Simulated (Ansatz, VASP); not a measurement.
# WS2: VASP beside Ansatz

INCAR

```
SYSTEM = WS2
  PREC = Accurate
  ENCUT = 520
  EDIFF = 1E-6
  ISMEAR = 0
  SIGMA = 0.05
  LREAL = .FALSE.
  LASPH = .TRUE.
  NELM = 60
  ALGO = Normal
  ISIF = 2
  LWAVE = .FALSE.
  LCHARG = .FALSE.
  GGA = PS
  NBANDS = 35
```

Contents of KPOINTS:

```
regular mesh
0
G
  12 12 2
  0 0 0
```

The input POSCAR:

```
WS2
1.0
    3.1462408358      0.0000000000      0.0000000000
   -1.5731204179      2.7247244902      0.0000000000
    0.0000000000      0.0000000000     12.6966546967
W S
2 4
Direct
    0.3333333333      0.6666666667      0.2500000000
    0.6666666667      0.3333333333      0.7500000000
    0.3333333333      0.6666666667      0.6068585060
    0.6666666667      0.3333333333      0.1068585060
    0.3333333333      0.6666666667      0.8931414940
    0.6666666667      0.3333333333      0.3931414940
```

Input for Ansatz:

```yaml
crystal:
  lattice:
    - [3.1462408358, 0.0, 0.0]
    - [-1.5731204179, 2.7247244902, 0.0]
    - [0.0, 0.0, 12.6966546967]
  atoms:
    - { symbol: W, position: [0.3333333333, 0.6666666667, 0.25] }
    - { symbol: W, position: [0.6666666667, 0.3333333333, 0.75] }
    - { symbol: S, position: [0.3333333333, 0.6666666667, 0.606858506] }
    - { symbol: S, position: [0.6666666667, 0.3333333333, 0.106858506] }
    - { symbol: S, position: [0.3333333333, 0.6666666667, 0.893141494] }
    - { symbol: S, position: [0.6666666667, 0.3333333333, 0.393141494] }
basis:
  ecutwfc: 420
kpoints:
  mp_grid: { grid: [12, 12, 2] }
hamiltonian:
  xc: pbesol
  pseudopotentials: { kind: paw, azcp: { folder: soft_1 } }
scf:
  occupations: { method: gaussian, width: 0.05 }
output:
  forces: true
  stress: true
  eigenvalues: true
```

Alike in both runs: task single point; functional PBEsol; k mesh 12 × 12 × 2; occupations gaussian, width 0.05 eV; no spin polarisation.

```csv
,VASP,Ansatz
version,VASP 6.6.1,Ansatz 0.2.0
potentials or method,"VASP PAW PBE potentials, release 64 (W_sv, S), cutoff 520 eV","scalar-relativistic, plane waves, PAW"
valence electrons in the cell,52,52
```

Ansatz gave:

| Property | Result |
| --- | --- |
| gap on the k mesh at the Fermi level (eV) | 0.52 |
| least direct gap on the mesh (eV) | 1.23 |
| pressure (GPa) | -19.7 |
| traceless stress, the component that is largest in VASP (GPa) | -17.38 |
| rms of the force components (eV/Å) | 1.729 |

Which values does VASP return?

gap on the k mesh at the Fermi level (eV): 0.52; least direct gap on the mesh (eV): 1.24; pressure (GPa): -19.7; traceless stress, the component that is largest in VASP (GPa): -17.36; rms of the force components (eV/Å): 1.726.

VASP's potentials were made for PBE, not for PBEsol, and Ansatz warns of the same on its side. Atom by atom the forces differ by 0.003 eV/Å (rms over components).

Neither program's run includes spin-orbit coupling.
